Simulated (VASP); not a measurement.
# I (Fmmm) in VASP: a series of runs

Runs on I. Level: PBEsol. Tasks: single point, relaxation of cell and atoms.

Everything below comes from runs of VASP 6.6.1. Logs are shortened: lines on timing, memory, paths and dates and some standing lists are left out, and cuts for length are marked.

## (1) The cell of the first run

It takes space group Fmmm (No. 69, orthorhombic). The conventional cell has a = 4.357 Å, b = 4.612 Å, c = 7.446 Å, α = 90.00°, β = 90.00°, γ = 90.00°. Within 4.4 Å of I (site symmetry mmm) lie 14 I at 3.17 to 4.38 Å.

## (2) Single point, PBEsol

Contents of INCAR:

```
PREC = Accurate ; ENCUT = 520
EDIFF = 1E-6 ; ISMEAR = -1
SIGMA = 0.05 ; LREAL = False
LASPH = True ; NELM = 100
ALGO = Normal ; ISIF = 2
LWAVE = False ; LCHARG = False
GGA = PS ; NBANDS = 10
```

Contents of KPOINTS:

```
Automatic mesh
0
Gamma
  9 9 9
```

Contents of POSCAR:

```
I
1.0
    0.0000000000      2.3060548646      3.7231382664
    2.1786435793      0.0000000000      3.7231382664
    2.1786435793      2.3060548646      0.0000000000
I
1
Direct
    0.0000000000      0.0000000000      0.0000000000
```

Potentials or basis: VASP PAW PBE potentials, release 64 (I).

On the command line:

```bash
cat potpaw_PBE.64/I/POTCAR > POTCAR
mpirun -np 1 vasp_std > vasp.out
```

OUTCAR:

```text
PREC = Accurate
   ENCUT = 520
   EDIFF = 1E-6
   ISMEAR = -1
   LREAL = False
   LASPH = True
   NELM = 100
   ISIF = 2
   GGA = PS

 ion  position               nearest neighbor table
   1  0.000  0.000  0.000-

  LATTYP: Found a face centered orthorhombic cell.
 ALAT       =     4.3572871586
 B/A-ratio  =     1.0584819318
 C/A-ratio  =     1.7089249025

  Lattice vectors:

 A1 = (   0.0000000000,   2.3060548646,   3.7231382664)
 A2 = (   2.1786435793,   0.0000000000,   3.7231382664)
 A3 = (   2.1786435793,   2.3060548646,   0.0000000000)

Analysis of symmetry for initial positions (statically):
=====================================================================
 Subroutine PRICEL returns:
 Original cell was already a primitive cell.

 Routine SETGRP: Setting up the symmetry group for a
 face centered orthorhombic supercell.

 Subroutine GETGRP returns: Found  8 space group operations
 (whereof  8 operations were pure point group operations)
 out of a pool of  8 trial point group operations.

The static configuration has the point symmetry D_2h.

Analysis of symmetry for dynamics (positions and initial velocities):
=====================================================================
 Subroutine PRICEL returns:
 Original cell was already a primitive cell.

 Routine SETGRP: Setting up the symmetry group for a
 face centered orthorhombic supercell.

 Subroutine GETGRP returns: Found  8 space group operations
 (whereof  8 operations were pure point group operations)
 out of a pool of  8 trial point group operations.

The dynamic configuration has the point symmetry D_2h.

 Subroutine INISYM returns: Found  8 space group operations
 (whereof  8 operations are pure point group operations),
 and found     1 'primitive' translations

----------------------------------------------------------------------------------------

                                     Primitive cell

  volume of cell :      37.4106

  direct lattice vectors                    reciprocal lattice vectors
     0.000000000  2.306054865  3.723138266    -0.229500596  0.216820514  0.134295308
     2.178643579  0.000000000  3.723138266     0.229500596 -0.216820514  0.134295308
     2.178643579  2.306054865  0.000000000     0.229500596  0.216820514 -0.134295308

  length of vectors
     4.379457454  4.313727668  3.172440210     0.343098948  0.343098948  0.343098948

  position of ions in fractional coordinates (direct lattice)
     0.000000000  0.000000000  0.000000000

  ion indices of the primitive-cell ions
   primitive index   ion index
                 1           1

----------------------------------------------------------------------------------------

 KPOINTS: Automatic mesh

Automatic generation of k-mesh.
 Grid dimensions read from file:
 generate k-points for:    9    9    9

 Generating k-lattice:

  Cartesian coordinates                     Fractional coordinates (reciprocal lattice)
    -0.025500066  0.024091168  0.014921701     0.111111111  0.000000000  0.000000000
     0.025500066 -0.024091168  0.014921701    -0.000000000  0.111111111 -0.000000000
     0.025500066  0.024091168 -0.014921701     0.000000000  0.000000000  0.111111111

  Length of vectors
     0.038122105  0.038122105  0.038122105

  Shift w.r.t. Gamma in fractional coordinates (k-lattice)
     0.000000000  0.000000000  0.000000000

 Subroutine IBZKPT returns following result:
 ===========================================

 Found    125 irreducible k-points:

 Following reciprocal coordinates:
            Coordinates               Weight
  0.000000  0.000000  0.000000      1.000000
  0.111111 -0.000000  0.000000      8.000000
  0.222222 -0.000000  0.000000      8.000000
  0.333333  0.000000  0.000000      8.000000
  0.444444 -0.000000  0.000000      8.000000
  0.111111  0.111111  0.000000      2.000000
[... 16 lines left out ...]
 -0.333333  0.333333  0.000000      4.000000
  0.444444  0.444444  0.000000      2.000000
 [... further k-points ...]
   k-points           NKPTS =    125   k-points in BZ     NKDIM =    125   number of bands    NBANDS=     10
   number of dos      NEDOS =    301   number of ions     NIONS =      1
   total plane-waves  NPLWV =  27648
   dimension x,y,z NGX =    36 NGY =   32 NGZ =   24
   dimension x,y,z NGXF=    72 NGYF=   64 NGZF=   48
   ions per type =               1
   NGX,Y,Z   is equivalent  to a cutoff of  13.67, 12.33, 12.58 a.u.
   NGXF,Y,Z  is equivalent  to a cutoff of  27.33, 24.66, 25.15 a.u.
 SYSTEM =  unknown system
   PREC   = accura    normal or accurate (medium, high low for compatibility)
   ISTART =      0    job   : 0-new  1-cont  2-samecut
   ICHARG =      2    charge: 1-file 2-atom 10-const
   ISPIN  =      1    spin polarized calculation?
   LNONCOLLINEAR =      F non collinear calculations
   LSORBIT =      F    spin-orbit coupling
   LASPH  =      T    aspherical Exc in radial PAW
   ENCUT  =  520.0 eV  38.22 Ry    6.18 a.u.   8.14  8.02  5.90*2*pi/ulx,y,z
   NELM   =    100;   NELMIN=  2; NELMDL= -5     # of ELM steps
   EDIFF  = 0.1E-05   stopping-criterion for ELM
   LREAL  =      F    real-space projection
   EDIFFG = 0.1E-04   stopping-criterion for IOM
   NSW    =      0    number of steps for IOM
   IBRION =     -1    ionic relax: 0-MD 1-quasi-New 2-CG
   NFREE  =      0    steps in history (QN), initial steepest desc. (CG)
   ISIF   =      2    stress and relaxation
   ISYM   =      2    0-nonsym 1-usesym 2-fastsym
   POTIM  = 0.5000    time-step for ionic-motion
   TEBEG  =    0.0;   TEEND  =   0.0 temperature during run
   PSTRESS=    0.0 pullay stress
   NELECT =       7.0000    total number of electrons
   NUPDOWN=      -1.0000    fix difference up-down
   EMIN   =  10.00;   EMAX   =-10.00  energy-range for DOS
   EFERMI =   0.00;   METHOD = LEGACY
   ISMEAR =    -1;   SIGMA  =   0.05  broadening in eV -4-tet -1-fermi 0-gaus
   EFERMI_NEDOS =   21; number of points for ismear=-14 and -15
   IALGO  =     38    algorithm
   IMIX   =      4    mixing-type and parameters
     AMIX     =   0.40;   BMIX     =  1.00
     AMIX_MAG =   1.60;   BMIX_MAG =  1.00
  volume/ion in A,a.u.               =      37.41       252.46
  Fermi-wavevector in a.u.,A,eV,Ry     =   0.936359  1.769462 11.929162  0.876769
  Thomas-Fermi vector in A             =   2.063361
   LORBIT       =      0    0 simple, 1 ext, 2 COOP (PROOUT), +10 PAW based schemes
   GGA     = PS    functional components
   LHFCALC =     F    Hartree Fock is set to
   AEXX    =    0.0000 exact exchange contribution
   IVDW    =     0    specifies the selected vdW correction
   LEPSILON=     F    determine dielectric tensor
   LRPA    =     F    only Hartree local field effects (RPA)
 non-spin polarized calculation
  energy-cutoff  :      520.00
  volume of cell :       37.41
 maximum number of plane-waves:      1028
 NGX is ok and might be reduce to    36
   NGX = 17   NGY = 17   NGZ = 11

 number of electron       7.0000000 magnetization

 Free energy of the ion-electron system (eV)
  ---------------------------------------------------
  ext. energy  EPLUGINS =         0.00000000
  ---------------------------------------------------
  free energy    TOTEN  =        -1.66778750 eV

  energy without entropy =       -1.66315917  energy(sigma->0) =       -1.66547334

 E-fermi :   4.2696     XC(G=0):  -8.8248

 val. band max:        4.2086523824   @ k =   0.0000   0.1111   0.1111
 cond. band min:       4.2715327535   @ k =   0.3333   0.2222   0.1111
 fundamental gap:      0.0628803712
 Fermi energy:         4.2696401387

 k-point     1 :       0.0000    0.0000    0.0000
  band No.  band energies     occupation
      1     -10.0098      2.00000
      2       2.3965      2.00000
      3       5.1789      0.00000
      4       5.3897      0.00000
      5       8.7268      0.00000
      6      11.6917      0.00000
      7      12.5817      0.00000
      8      16.2808      0.00000
      9      16.4744      0.00000
     10      16.5190      0.00000

 k-point     2 :       0.1111   -0.0000    0.0000
  band No.  band energies     occupation
      1      -9.8643      2.00000
      2       2.3585      2.00000
      3       4.0788      1.95691
      4       5.3803      0.00000
      5       9.1288      0.00000
      6      12.1259      0.00000
      7      13.5975      0.00000
      8      14.0406      0.00000
      9      16.5743      0.00000
     10      17.1432      0.00000

 k-point     3 :       0.2222   -0.0000    0.0000
  band No.  band energies     occupation
      1      -9.4550      2.00000
      2       1.8222      2.00000
      3       2.4366      2.00000
      4       5.6162      0.00000
      5       9.8539      0.00000
      6      12.2025      0.00000
      7      12.5455      0.00000
      8      16.4486      0.00000
      9      17.0854      0.00000
     10      17.8962      0.00000

 k-point     4 :       0.3333    0.0000    0.0000
  band No.  band energies     occupation
      1      -8.8888      2.00000
      2      -0.0296      2.00000
      3       2.3740      2.00000
      4       5.9193      0.00000
      5       9.4564      0.00000
      6      12.7966      0.00000
      7      13.0296      0.00000
      8      16.4768      0.00000
      9      17.8088      0.00000
     10      18.4506      0.00000
[... 222 lines left out ...]
 k-point    22 :      -0.4444    0.3333   -0.0000
  band No.  band energies     occupation
      1      -9.1734      2.00000
      2       0.3303      2.00000
      3       1.6693      2.00000
      4       5.3880      0.00000
      5      11.7885      0.00000
      6      13.2931      0.00000
      7      15.3423      0.00000
      8      18.0447      0.00000
      9      18.3453      0.00000
     10      18.7835      0.00000

 k-point    23 :      -0.3333    0.3333    0.0000
  band No.  band energies     occupation
      1      -8.6952      2.00000
      2      -0.1643      2.00000
      3       0.9756      2.00000
      4       5.7733      0.00000
      5      11.8251      0.00000
      6      12.4315      0.00000
      7      14.8402      0.00000
      8      16.8351      0.00000
      9      18.5011      0.00000
     10      19.6761      0.00000

 k-point    24 :       0.4444    0.4444    0.0000
  band No.  band energies     occupation
      1      -9.6544      2.00000
      2      -0.2662      2.00000
      3       4.8632      0.00001
      4       5.0947      0.00000
      5      11.0167      0.00000
      6      11.3968      0.00000
      7      15.3726      0.00000
      8      19.6230      0.00000
      9      19.7449      0.00000
     10      20.1696      0.00000

 [... further k-points ...]
[... 5 lines left out ...]
  --------------------------------------------------------------------------------------
  -------------------------------------------------------------------------------------
  Total       -0.0019496     -0.0042666      0.0022187      0.0000000      0.0000000      0.0000000
  in kB       -0.0834968     -0.1827242      0.0950185      0.0000000      0.0000000      0.0000000
  external PRESSURE =      -0.0570675 kB  Pullay stress =       0.0000000 kB

 VOLUME and BASIS-vectors are now :
 -----------------------------------------------------------------------------
  energy-cutoff  :      520.00
  volume of cell :       37.41
      direct lattice vectors                 reciprocal lattice vectors
     0.000000000  2.306054865  3.723138266    -0.229500596  0.216820514  0.134295308
     2.178643579  0.000000000  3.723138266     0.229500596 -0.216820514  0.134295308
     2.178643579  2.306054865  0.000000000     0.229500596  0.216820514 -0.134295308

 POSITION                                       TOTAL-FORCE (eV/Angst)
 -----------------------------------------------------------------------------------
      0.00000      0.00000      0.00000         0.000000      0.000000      0.000000
 -----------------------------------------------------------------------------------
    total drift:                                0.000000      0.000000      0.000000

  FREE ENERGIE OF THE ION-ELECTRON SYSTEM (eV)
  ---------------------------------------------------
  free  energy   TOTEN  =        -1.6677875034 eV

  energy  without entropy=       -1.6631591736  energy(sigma->0) =       -1.66547334
```

Wall time 25 s (1 thread of Intel Xeon Platinum 8259CL at 2.50GHz (Skylake/Cascade Lake), shared host); peak memory 0.19 GiB.

Results:

* Free energy: -1.6678 eV
* Pressure: 0.0 GPa
* Band gap on the k mesh: zero (an odd number of electrons rules out a gap without spin polarisation)

Caveat: the PAW data sets were made with another functional, which shifts forces and pressure a little; spin-orbit coupling is left out, which moves the levels of the heavy elements; an odd number of electrons without spin polarisation forces a metal; a magnetic or distorted state may lie lower.

## (3) Relaxation of cell and atoms, PBEsol

This run uses another cell than the first one, of 40.55 Å³/atom.

Contents of INCAR:

```
ALGO = Normal
EDIFF = 1E-6
EDIFFG = -0.01
ENCUT = 600
GGA = PS
IBRION = 2
ISIF = 3
ISMEAR = -1
LASPH = T
LCHARG = F
LREAL = F
LWAVE = F
NELM = 60
NSW = 60
PREC = Accurate
SIGMA = 0.05
```

Contents of KPOINTS:

```
k-points
0
Gamma
  9 9 9
```

Contents of POSCAR:

```
I
1.0
    0.0000000000      2.3656004428      3.9098401324
    2.1922454667      0.0000000000      3.9098401324
    2.1922454667      2.3656004428      0.0000000000
I
1
Direct
    0.0000000000      0.0000000000      0.0000000000
```

Potentials or basis: VASP PAW PBE potentials, release 64 (I).

On the command line:

```bash
cat potpaw_PBE.64/I/POTCAR > POTCAR
mpirun -np 1 vasp_std > vasp.out
```

Wall time 5 min (1 thread of Intel Xeon Platinum 8259CL at 2.50GHz (Skylake/Cascade Lake), shared host); peak memory 0.22 GiB.

It converged, with:

| Property | Result |
| --- | --- |
| Free energy | -1.6679 eV |
| Relaxed volume | 37.38 Å³/atom |
| Relaxed cell | a = 4.380 Å, b = 4.310 Å, c = 3.172 Å, α = 69.77°, β = 67.43°, γ = 42.80° |
| Space group after relaxing (to 0.1 Å) | Fmmm (No. 69) |
| Energy gained by relaxing | 10.9 meV/atom |
| Ionic steps | 14 |
| Pressure after relaxing | 0.0 GPa |
| Band gap on the k mesh | zero (an odd number of electrons rules out a gap without spin polarisation) |

Step by step:
| step | energy change (eV) | largest force (eV/Å) | pressure (GPa) | volume (Å³) |
| --- | --- | --- | --- | --- |
| 1 | 0.0000 | 0.0000 | -1.41 | 40.55 |
| 2 | -0.0070 | 0.0000 | 0.54 | 38.49 |
| 3 | -0.0086 | 0.0000 | -0.11 | 39.09 |
| 4 | -0.0090 | 0.0000 | -0.06 | 38.91 |
| 5 | -0.0100 | 0.0000 | -0.05 | 38.39 |
| 6 | -0.0107 | 0.0000 | 0.03 | 37.33 |
| 7 | -0.0108 | 0.0000 | -0.07 | 37.54 |
| 8 | -0.0108 | 0.0000 | 0.06 | 37.44 |
| 9 | -0.0108 | 0.0000 | -0.01 | 37.50 |
| 10 | -0.0108 | 0.0000 | 0.04 | 37.45 |
| 11 | -0.0109 | 0.0000 | 0.11 | 37.35 |
| 12 | -0.0109 | 0.0000 | 0.09 | 37.36 |
| 13 | -0.0109 | 0.0000 | 0.06 | 37.36 |
| 14 | -0.0109 | 0.0000 | 0.01 | 37.38 |

Final structure:
```xyz
1
Lattice="0.0000 2.3092 3.7217 2.1745 0.0000 3.7217 2.1745 2.3092 0.0000" Properties=species:S:1:pos:R:3 pbc="T T T"
I     0.0000    0.0000    0.0000
```

Levels at points of the mesh, in eV from the Fermi level:
| k point | band 1 | band 2 | band 3 | band 4 | band 5 | band 6 | band 7 |
| --- | --- | --- | --- | --- | --- | --- | --- |
| (0.00, 0.00, 0.00) | -14.29 | -1.87 | 0.91 | 1.13 | 4.46 | 7.42 | 8.31 |

Caveat: the PAW data sets were made with another functional, which shifts forces and pressure a little; spin-orbit coupling is left out, which moves the levels of the heavy elements; an odd number of electrons without spin polarisation forces a metal; a magnetic or distorted state may lie lower.

(Part 1 of 2 ends here.)

The gap in the log of VASP goes by the Fermi energy; the results here count the filled bands.